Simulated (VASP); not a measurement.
# V (P-3m1) in VASP: further runs

Runs on V. Level: PBE. Tasks: single point.

Program: VASP 6.6.1. These are calculated values, not measurements. Logs are shortened: lines on timing, memory, paths and dates and some standing lists are left out, and cuts for length are marked.

**1. The cell of the first run**

It takes space group P-3m1 (No. 164, trigonal). The conventional cell has a = 2.604 Å, b = 2.604 Å, c = 4.723 Å, α = 90.00°, β = 90.00°, γ = 120.00°. V (site symmetry 3m) has 12 V at 2.43 to 3.19 Å within 3.2 Å.

**2. Single point, PBE (atom 1 (V) moved by (+0.000, -0.450) A along [1 1 0] and z)**

The input, INCAR:

```
PREC = Accurate ; ENCUT = 520
EDIFF = 1E-6 ; ISMEAR = 0
SIGMA = 0.15 ; LREAL = F
LASPH = T ; NELM = 100
ALGO = Fast ; ISIF = 2
LWAVE = F ; LCHARG = F
GGA = PE ; NBANDS = 20
```

The input, KPOINTS:

```
regular mesh
0
Gamma
  21 21 10
```

The input, POSCAR:

```
V
1.0
    2.6042941027      0.0000000000      0.0000000000
   -1.3021470513      2.2553848518      0.0000000000
    0.0000000000      0.0000000000      4.7233360000
V
2
Direct
    0.6666666667      0.3333333333      0.6547283530
    0.3333333333      0.6666666667      0.2500000000
```

Potentials or basis: VASP PAW PBE potentials, release 64 (V_sv).

Run with:

```bash
> cat potpaw_PBE.64/V_sv/POTCAR > POTCAR
> mpirun -np 1 vasp_std > vasp.out
```

OUTCAR:

```text
PREC = Accurate
   ENCUT = 520
   EDIFF = 1E-6
   ISMEAR = 0
   LREAL = F
   LASPH = T
   NELM = 100
   ISIF = 2
   GGA = PE

 ion  position               nearest neighbor table
   1  0.667  0.333  0.655-   2 2.43   2 2.43   2 2.43
   2  0.333  0.667  0.250-   1 2.43   1 2.43   1 2.43

  LATTYP: Found a hexagonal cell.
 ALAT       =     2.6042941027
 C/A-ratio  =     1.8136722712

  Lattice vectors:

 A1 = (   2.6042941027,   0.0000000000,   0.0000000000)
 A2 = (  -1.3021470513,   2.2553848518,   0.0000000000)
 A3 = (   0.0000000000,   0.0000000000,   4.7233360000)

Analysis of symmetry for initial positions (statically):
=====================================================================
 Subroutine PRICEL returns:
 Original cell was already a primitive cell.

 Routine SETGRP: Setting up the symmetry group for a
 hexagonal supercell.

 Subroutine GETGRP returns: Found 12 space group operations
 (whereof  6 operations were pure point group operations)
 out of a pool of 24 trial point group operations.

The static configuration has the point symmetry C_3v.
 The point group associated with its full space group is D_3d.

Analysis of symmetry for dynamics (positions and initial velocities):
=====================================================================
 Subroutine PRICEL returns:
 Original cell was already a primitive cell.

 Routine SETGRP: Setting up the symmetry group for a
 hexagonal supercell.

 Subroutine GETGRP returns: Found 12 space group operations
 (whereof  6 operations were pure point group operations)
 out of a pool of 24 trial point group operations.

The dynamic configuration has the point symmetry C_3v.
 The point group associated with its full space group is D_3d.

 Subroutine INISYM returns: Found 12 space group operations
 (whereof  6 operations are pure point group operations),
 and found     1 'primitive' translations

----------------------------------------------------------------------------------------

                                     Primitive cell

  volume of cell :      27.7434

  direct lattice vectors                    reciprocal lattice vectors
     2.604294103  0.000000000  0.000000000     0.383981210  0.221691655  0.000000000
    -1.302147051  2.255384852  0.000000000     0.000000000  0.443383310  0.000000000
     0.000000000  0.000000000  4.723336000     0.000000000  0.000000000  0.211714771

  length of vectors
     2.604294103  2.604294103  4.723336000     0.443383310  0.443383310  0.211714771

  position of ions in fractional coordinates (direct lattice)
     0.666666667  0.333333333  0.654728353
     0.333333333  0.666666667  0.250000000

  ion indices of the primitive-cell ions
   primitive index   ion index
                 1           1
                 2           2

----------------------------------------------------------------------------------------

 KPOINTS: regular mesh

Automatic generation of k-mesh.
 Grid dimensions read from file:
 generate k-points for:   21   21   10

 Generating k-lattice:

  Cartesian coordinates                     Fractional coordinates (reciprocal lattice)
     0.018284820  0.010556745  0.000000000     0.047619048  0.000000000  0.000000000
     0.000000000  0.021113491  0.000000000     0.000000000  0.047619048  0.000000000
     0.000000000  0.000000000  0.021171477     0.000000000  0.000000000  0.100000000

  Length of vectors
     0.021113491  0.021113491  0.021171477

  Shift w.r.t. Gamma in fractional coordinates (k-lattice)
     0.000000000  0.000000000  0.000000000

 Subroutine IBZKPT returns following result:
 ===========================================

 Found    436 irreducible k-points:

 Following reciprocal coordinates:
            Coordinates               Weight
  0.000000  0.000000  0.000000      1.000000
  0.047619 -0.000000  0.000000      6.000000
  0.095238 -0.000000  0.000000      6.000000
  0.142857 -0.000000  0.000000      6.000000
  0.190476 -0.000000  0.000000      6.000000
  0.238095 -0.000000  0.000000      6.000000
[... 16 lines left out ...]
  0.142857  0.095238  0.000000     12.000000
  0.190476  0.095238  0.000000     12.000000
 [... further k-points ...]
   k-points           NKPTS =    436   k-points in BZ     NKDIM =    436   number of bands    NBANDS=     20
   number of dos      NEDOS =    301   number of ions     NIONS =      2
   total plane-waves  NPLWV =  14400
   dimension x,y,z NGX =    20 NGY =   20 NGZ =   36
   dimension x,y,z NGXF=    40 NGYF=   40 NGZF=   72
   ions per type =               2
   NGX,Y,Z   is equivalent  to a cutoff of  12.77, 12.77, 12.67 a.u.
   NGXF,Y,Z  is equivalent  to a cutoff of  25.53, 25.53, 25.34 a.u.
 SYSTEM =  unknown system
   PREC   = accura    normal or accurate (medium, high low for compatibility)
   ISTART =      0    job   : 0-new  1-cont  2-samecut
   ICHARG =      2    charge: 1-file 2-atom 10-const
   ISPIN  =      1    spin polarized calculation?
   LNONCOLLINEAR =      F non collinear calculations
   LSORBIT =      F    spin-orbit coupling
   LASPH  =      T    aspherical Exc in radial PAW
   ENCUT  =  520.0 eV  38.22 Ry    6.18 a.u.   4.84  4.84  8.78*2*pi/ulx,y,z
   NELM   =    100;   NELMIN=  2; NELMDL= -5     # of ELM steps
   EDIFF  = 0.1E-05   stopping-criterion for ELM
   LREAL  =      F    real-space projection
   EDIFFG = 0.1E-04   stopping-criterion for IOM
   NSW    =      0    number of steps for IOM
   IBRION =     -1    ionic relax: 0-MD 1-quasi-New 2-CG
   NFREE  =      0    steps in history (QN), initial steepest desc. (CG)
   ISIF   =      2    stress and relaxation
   ISYM   =      2    0-nonsym 1-usesym 2-fastsym
   POTIM  = 0.5000    time-step for ionic-motion
   TEBEG  =    0.0;   TEEND  =   0.0 temperature during run
   PSTRESS=    0.0 pullay stress
   NELECT =      26.0000    total number of electrons
   NUPDOWN=      -1.0000    fix difference up-down
   EMIN   =  10.00;   EMAX   =-10.00  energy-range for DOS
   EFERMI =   0.00;   METHOD = LEGACY
   ISMEAR =     0;   SIGMA  =   0.15  broadening in eV -4-tet -1-fermi 0-gaus
   EFERMI_NEDOS =   21; number of points for ismear=-14 and -15
   IALGO  =     68    algorithm
   IMIX   =      4    mixing-type and parameters
     AMIX     =   0.40;   BMIX     =  1.00
     AMIX_MAG =   1.60;   BMIX_MAG =  1.00
  volume/ion in A,a.u.               =      13.87        93.61
  Fermi-wavevector in a.u.,A,eV,Ry     =   1.602062  3.027459 34.920768  2.566604
  Thomas-Fermi vector in A             =   2.698942
   LORBIT       =      0    0 simple, 1 ext, 2 COOP (PROOUT), +10 PAW based schemes
   GGA     = PE    functional components
   LHFCALC =     F    Hartree Fock is set to
   AEXX    =    0.0000 exact exchange contribution
   IVDW    =     0    specifies the selected vdW correction
   LEPSILON=     F    determine dielectric tensor
   LRPA    =     F    only Hartree local field effects (RPA)
 non-spin polarized calculation
 RMM-DIIS sequential band-by-band and
 Gauss-broadening in eV      SIGMA  =   0.15
  energy-cutoff  :      520.00
  volume of cell :       27.74
 maximum number of plane-waves:       771
   NGX =  9   NGY =  9   NGZ = 17

 number of electron      26.0000011 magnetization

 Free energy of the ion-electron system (eV)
  ---------------------------------------------------
  ext. energy  EPLUGINS =         0.00000000
  ---------------------------------------------------
  free energy    TOTEN  =       -16.56505509 eV

  energy without entropy =      -16.51330297  energy(sigma->0) =      -16.53917903

 E-fermi :   9.7628     XC(G=0): -12.6210

 val. band max:        9.7628038781   @ k =   0.3333   0.0952   0.2000
 cond. band min:       9.7629007907   @ k =   0.3333   0.1905   0.0000
 fundamental gap:      0.0000969126
 Fermi energy:         9.7628456013

 k-point     1 :       0.0000    0.0000    0.0000
  band No.  band energies     occupation
      1     -54.3762      2.00000
      2     -54.1000      2.00000
      3     -28.6551      2.00000
      4     -27.6708      2.00000
      5     -27.6708      2.00000
      6     -27.6408      2.00000
[... 12 lines left out ...]
     19      12.8961      0.00000
     20      12.8961      0.00000

 k-point     2 :       0.0476   -0.0000    0.0000
  band No.  band energies     occupation
      1     -54.3712      2.00000
      2     -54.0977      2.00000
      3     -28.6489      2.00000
      4     -27.7155      2.00000
      5     -27.6770      2.00000
      6     -27.6180      2.00000
[... 12 lines left out ...]
     19      12.9114      0.00000
     20      13.1397      0.00000

 k-point     3 :       0.0952   -0.0000    0.0000
  band No.  band energies     occupation
      1     -54.3567      2.00000
      2     -54.0912      2.00000
      3     -28.6309      2.00000
      4     -27.7955      2.00000
      5     -27.6950      2.00000
      6     -27.6042      2.00000
[... 12 lines left out ...]
     19      12.9503      0.00000
     20      13.6951      0.00000

 k-point     4 :       0.1429   -0.0000    0.0000
  band No.  band energies     occupation
      1     -54.3335      2.00000
      2     -54.0812      2.00000
      3     -28.6033      2.00000
      4     -27.8991      2.00000
      5     -27.7226      2.00000
      6     -27.6623      2.00000
[... 12 lines left out ...]
     19      12.9986      0.00000
     20      14.3759      0.00000

 k-point     5 :       0.1905   -0.0000    0.0000
  band No.  band energies     occupation
      1     -54.3034      2.00000
      2     -54.0689      2.00000
      3     -28.5701      2.00000
      4     -28.0209      2.00000
      5     -27.7603      2.00000
      6     -27.7569      2.00000
[... 12 lines left out ...]
     19      13.0444      0.00000
     20      15.1058      0.00000
[... 353 lines left out ...]
      6     -27.9471      2.00000
[... 12 lines left out ...]
     19      14.3603      0.00000
     20      16.1428      0.00000

 k-point    22 :       0.0952    0.0952    0.0000
  band No.  band energies     occupation
      1     -54.3202      2.00000
      2     -54.0757      2.00000
      3     -28.5881      2.00000
      4     -27.9421      2.00000
      5     -27.7819      2.00000
      6     -27.6624      2.00000
[... 12 lines left out ...]
     19      12.9611      0.00000
     20      14.7404      0.00000

 k-point    23 :       0.1429    0.0952    0.0000
  band No.  band energies     occupation
      1     -54.2911      2.00000
      2     -54.0642      2.00000
      3     -28.5573      2.00000
      4     -28.0460      2.00000
      5     -27.8610      2.00000
      6     -27.7113      2.00000
[... 12 lines left out ...]
     19      12.9656      0.00000
     20      15.4267      0.00000

 k-point    24 :       0.1905    0.0952    0.0000
  band No.  band energies     occupation
      1     -54.2573      2.00000
      2     -54.0522      2.00000
      3     -28.5284      2.00000
      4     -28.1617      2.00000
      5     -27.9408      2.00000
      6     -27.7643      2.00000
[... 12 lines left out ...]
     19      12.9772      0.00000
     20      16.1463      0.00000

 [... further k-points ...]
[... 5 lines left out ...]
  --------------------------------------------------------------------------------------
  -------------------------------------------------------------------------------------
  Total        3.1435219      3.1435219      2.2162600      0.0000000      0.0000000     -0.0000000
  in kB      181.5379977    181.5379977    127.9887391      0.0000000      0.0000000     -0.0000000
  external PRESSURE =     163.6882448 kB  Pullay stress =       0.0000000 kB

 VOLUME and BASIS-vectors are now :
 -----------------------------------------------------------------------------
  energy-cutoff  :      520.00
  volume of cell :       27.74
      direct lattice vectors                 reciprocal lattice vectors
     2.604294103  0.000000000  0.000000000     0.383981210  0.221691655  0.000000000
    -1.302147051  2.255384852  0.000000000     0.000000000  0.443383310  0.000000000
     0.000000000  0.000000000  4.723336000     0.000000000  0.000000000  0.211714771

 POSITION                                       TOTAL-FORCE (eV/Angst)
 -----------------------------------------------------------------------------------
      1.30215      0.75179      3.09250        -0.000000      0.000000      3.622754
     -0.00000      1.50359      1.18083         0.000000      0.000000     -3.622754
 -----------------------------------------------------------------------------------
    total drift:                               -0.000000      0.000000      0.000043

  FREE ENERGIE OF THE ION-ELECTRON SYSTEM (eV)
  ---------------------------------------------------
  free  energy   TOTEN  =       -16.5650550860 eV

  energy  without entropy=      -16.5133029706  energy(sigma->0) =      -16.53917903
```

It took 5.9 min on 1 thread of Intel Xeon 8259CL, shared host; peak memory 0.29 GiB.

Results:

| Property | Result |
| --- | --- |
| Free energy | -16.5651 eV |
| Pressure | 16.4 GPa |
| Largest force | 3.623 eV/Å |
| Band gap on the k mesh | zero (bands 13 and 14 overlap by 1.06 eV) |

Forces in eV/Å, atoms in the order of the input:
```
V    0.000  0.000  3.623
V    0.000  0.000 -3.623
```

Levels at points of the mesh, in eV from the Fermi level:
```tsv
k point	band 9	band 10	band 11	band 12	band 13	band 14	band 15	band 16	band 17	band 18
(0.00, 0.00, 0.00)	-6.80	-3.85	-1.00	-0.04	-0.04	0.21	0.21	1.13	1.84	1.84
(0.00, 0.00, 0.50)	-5.38	-4.83	-2.17	-0.07	-0.07	0.09	0.09	0.48	2.11	2.11
```

Caveat: the cell differs from its parent crystal (atom 1 (V) moved by (+0.000, -0.450) A along [1 1 0] and z); the stress differs along the axes, from 13 to 18 GPa; forces of over 1 eV/Å act on the atoms, so gaps and moduli don't describe the material at rest.

**3. Single point, PBE (atom 1 (V) moved by (+0.000, -0.225) A along [1 1 0] and z)**

The input, INCAR:

```
  PREC = Accurate
  ENCUT = 520
  EDIFF = 1E-7
  ISMEAR = 0
  SIGMA = 0.15
  LREAL = F
  LASPH = T
  NELM = 80
  ALGO = Fast
  ISIF = 2
  LWAVE = F
  LCHARG = F
  GGA = PE
  NBANDS = 20
```

The input, KPOINTS:

```
Automatic mesh
0
Gamma
  21 21 10
```

POSCAR, as its differences from that of step 2:

```diff
@@ -8,3 +8,3 @@
 Direct
-    0.6666666667      0.3333333333      0.6547283530
+    0.6666666667      0.3333333333      0.7023641765
     0.3333333333      0.6666666667      0.2500000000
```

Potentials or basis: VASP PAW PBE potentials, release 64 (V_sv).

Run with:

```bash
> cat potpaw_PBE.64/V_sv/POTCAR > POTCAR
> mpirun -np 1 vasp_std > vasp.out
```

Wall time 6.6 min (1 thread of Intel Xeon 8259CL, shared host); peak memory 0.29 GiB.

The run converged. Its results:

| Quantity | Value |
| --- | --- |
| Free energy | -17.2521 eV |
| Pressure | 4.2 GPa |
| Largest force | 2.190 eV/Å |
| Band gap on the k mesh | zero (bands 13 and 14 overlap by 1.70 eV) |

Forces on the atoms (eV/Å):
```
V    0.000  0.000  2.190
V    0.000  0.000 -2.190
```

Stress tensor (GPa, compression positive):
```
3.72 0.00 0.00
0.00 3.72 0.00
0.00 0.00 5.25
```

Levels at points of the mesh, in eV from the Fermi level:
| k point | band 9 | band 10 | band 11 | band 12 | band 13 | band 14 | band 15 | band 16 | band 17 | band 18 |
| --- | --- | --- | --- | --- | --- | --- | --- | --- | --- | --- |
| (0.00, 0.00, 0.00) | -6.84 | -3.53 | -0.82 | 0.22 | 0.24 | 0.24 | 0.55 | 0.55 | 1.81 | 1.81 |
| (0.00, 0.00, 0.50) | -5.24 | -4.94 | -1.60 | -0.36 | 0.23 | 0.23 | 0.34 | 0.34 | 2.26 | 2.26 |

Caveat: the cell differs from its parent crystal (atom 1 (V) moved by (+0.000, -0.225) A along [1 1 0] and z); the cell stands under pressure; forces of over 1 eV/Å act on the atoms, so gaps and moduli don't describe the material at rest.
